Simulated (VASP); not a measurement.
F, 4 atoms in the cell. It takes space group C2/c (No. 15, monoclinic). The conventional cell has a = 6.181 Å, b = 3.637 Å, c = 7.718 Å, α = 90.00°, β = 103.32°, γ = 90.00°. F (site symmetry 1) has 1 F at 1.39 Å within 1.9 Å.  This cell differs from its parent crystal: volume scaled by 0.92.

```yaml
Program: VASP 6.6.1
Task: single point
Functional: RPBE
Potentials_or_basis: VASP PAW PBE potentials, release 64 (F)
Cutoff: 520 eV
k_mesh: 9 × 9 × 4
Occupations: fermi-dirac, width 0.05 eV
Spin: no spin polarisation
Dipole_correction: no
Further_INCAR_settings: ALGO = Normal; EDIFF = 1e-06; NBANDS = 22
```

Potentials or basis: VASP PAW PBE potentials, release 64 (F).

Run with:

```bash
$ cat potpaw_PBE.64/F/POTCAR > POTCAR
$ mpirun -np 1 vasp_std > vasp.out
```

Hardware: 1 thread of Intel(R) Xeon(R) Platinum 8488C (Sapphire Rapids), on a shared host.

How long does it take, and how much memory?

Wall time 71 s on 1 thread of Intel(R) Xeon(R) Platinum 8488C (Sapphire Rapids), with other jobs on the host, peak memory 0.26 GiB. Counts: scf iterations 12, k points 95.
